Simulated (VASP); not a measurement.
The system is Ta4H3.

```xyz
7
Lattice="4.1811 0.0000 0.0000 0.0000 4.1811 0.0000 0.0000 0.0000 4.1811" Properties=species:S:1:pos:R:3 pbc="T T T"
Ta    2.0906    2.0906    2.0906
Ta    2.0906    0.0000    0.0000
Ta    0.0000    2.0906    0.0000
Ta    0.0000    0.0000    2.0906
H     2.0906    2.0906    0.0000
H     0.0000    2.0906    2.0906
H     2.0906    0.0000    2.0906
```

The cell was generated, and may not be a known phase.

```yaml
Program: VASP 6.6.1
Task: relaxation of cell and atoms
Functional: PBE
Potentials_or_basis: VASP PAW PBE potentials, release 64 (Ta_pv, H)
Cutoff: 500 eV
k_mesh: 4 × 4 × 4
Occupations: gaussian, width 0.2 eV
Spin: no spin polarisation
```

At the start: pressure 20.8 GPa; volume 10.44 Å³/atom.

**Question.** Where does the relaxation end?

**Answer.** Over 3 steps the energy falls by 54.1 meV/atom and the volume is 11.36 Å³/atom (+8.8 %); space group Pm-3m (No. 221, to 0.1 Å) before and after.

Step by step:
```
step  energy change (eV)  largest force (eV/Å)  pressure (GPa)  volume (Å³)
   1              0.0000                0.0000           20.79        73.09
   2              0.1900                0.0000          -18.43        88.38
   3             -0.3789                0.0000           -0.42        79.52
```

Final structure:
```
Ta H
1.0
     4.30016    0.00000    0.00000
     0.00000    4.30016    0.00000
     0.00000    0.00000    4.30016
Ta H
4 3
Cartesian
  2.1501 2.1501 2.1501
  2.1501 0.0000 0.0000
  0.0000 2.1501 0.0000
  0.0000 0.0000 2.1501
  2.1501 2.1501 0.0000
  0.0000 2.1501 2.1501
  2.1501 0.0000 2.1501
```

Caveat: the k points lie up to 0.37 Å⁻¹ apart in the final cell, too coarse for converged energies and pressures of a metal; the highest band is partly filled, so the run has too few bands; an odd number of electrons without spin polarisation forces a metal; a magnetic or distorted state may lie lower.
